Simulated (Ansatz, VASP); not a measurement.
# ZnS: VASP beside Ansatz

```
Zn S
1.0
     0.00000    2.69420    2.69420
     2.69420    0.00000    2.69420
     2.69420    2.69420    0.00000
Zn S
1 1
Direct
  0.00000 0.00000 0.00000
  0.75000 0.75000 0.75000
```

Alike in both runs: functional r2SCAN; k mesh 8 × 8 × 8; occupations gaussian, width 0.02 eV; no spin polarisation.

Ansatz relaxed the structure, and its values are those at the end. VASP's run is a single point on that final structure, the one shown.

|  | VASP | Ansatz |
| --- | --- | --- |
| version | VASP 6.6.1 | Ansatz 0.2.0 |
| potentials or method | VASP PAW PBE potentials, release 64 (Zn, S), cutoff 520 eV | scalar-relativistic, plane waves, PAW |
| valence electrons in the cell | 18 | 18 |

Ansatz gave:

- gap on the k mesh at the Fermi level (eV): 2.70
- least direct gap on the mesh (eV): 2.70
- pressure (GPa): 0.0

**Question.** What did VASP give for the same quantities?

**Answer.** gap on the k mesh at the Fermi level (eV): 2.71; least direct gap on the mesh (eV): 2.71; pressure (GPa): 0.0.

VASP's potentials were made for PBE, not for r2SCAN. The functional is the same, so the differences come from potentials, cutoffs and numerics.
